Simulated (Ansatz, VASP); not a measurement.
**Two plane-wave programs on WC**

```xyz
2
Lattice="1.6403 -2.1180 0.0000 1.6403 2.1180 0.0000 0.0000 0.0000 4.3094" Properties=species:S:1:pos:R:3 pbc="T T T"
W     1.6403    0.0000    2.1547
C     0.0000    0.0000    0.0000
```

Alike in both runs: task relaxation of cell and atoms; functional BLYP; dispersion D4; k mesh 10 × 10 × 6; occupations fermi-dirac, width 0.05 eV; no spin polarisation.

|  | VASP | Ansatz |
| --- | --- | --- |
| version | VASP 6.6.1 | Ansatz 0.2.0 |
| potentials or method | VASP PAW PBE potentials, release 64 (W_sv, C) | Ansatz PAW |
| plane-wave cutoff (eV) | 600 | 420 |
| valence electrons in the cell | 18 | 18 |

```tsv
	VASP	Ansatz	Ansatz less VASP
gap on the k mesh at the Fermi level, each at its own relaxed structure (eV)	none	none	-
relaxed volume (Å³/atom)	11.90	11.88	-0.020
relaxed length of the cell vector where the two differ most in proportion (Å)	3.054	3.061	+0.0066
```

VASP's potentials were made for PBE, not for BLYP. A gap of «none» marks a metal or a gap that the smearing closes.

Neither program's run includes spin-orbit coupling. Noted on VASP's run: the volume moved by over 15 % at a fixed basis, so the end points are rough. Noted on Ansatz's run: the volume moved by over 15 % at a fixed basis, so the end points are rough; the plane-wave basis is chosen anew once the cell has moved, so the energies of steps on either side of that aren't comparable.
